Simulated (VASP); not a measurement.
A run of VASP 6.6.1 is set up as follows.

File INCAR:

```
PREC = Accurate
ENCUT = 520
EDIFF = 1E-6
ISMEAR = -1
SIGMA = 0.02
LREAL = F
LASPH = T
NELM = 100
ALGO = Normal
ISIF = 2
LWAVE = F
LCHARG = F
GGA = PE
NBANDS = 46
```

The input KPOINTS:

```
Automatic mesh
0
Gamma
  4 6 4
```

The input POSCAR:

```
In4Sb3As
1.0
    7.5671218882      0.0000000000     -0.0029124521
    0.0000000000      4.6073959722      0.0000000000
   -0.0030891090      0.0000000000      7.9693141150
As Sb In
1 3 4
Direct
   -0.0026695030      0.0000000000      0.3312131217
    0.0021677974      0.5000000000      0.8342623859
    0.4987044304      0.5000000000      0.1728405145
    0.5033213748      0.0000000000      0.6618947235
    0.3547227958      0.0000000000      0.3335160561
    0.3804146467      0.5000000000      0.8344082574
    0.8806945739      0.5000000000      0.1791354594
    0.8826438841      0.0000000000      0.6527294815
```

Potentials or basis: VASP PAW PBE potentials, release 64 (As, Sb, In_d).

Command:

```bash
$ cat potpaw_PBE.64/As/POTCAR potpaw_PBE.64/Sb/POTCAR potpaw_PBE.64/In_d/POTCAR > POTCAR
$ mpirun -np 1 vasp_std > vasp.out
```

Question: What does it give for the band gap on the k mesh?

Answer: 0.05 eV.

Question: Predict the pressure.

Answer: 0.0 GPa.

Question: Predict the largest force.

Answer: 0.010 eV/Å.

Forces on the atoms (eV/Å):
```
As   0.003  0.000  0.002
Sb   0.002  0.000  0.003
Sb   0.001  0.000  0.000
Sb  -0.001  0.000 -0.001
In   0.001  0.000  0.001
In   0.003  0.000  0.002
In  -0.005  0.000 -0.008
In  -0.003  0.000  0.001
```

Caveat: spin-orbit coupling is left out, which moves the levels of the heavy elements. A k mesh can miss the band edges.
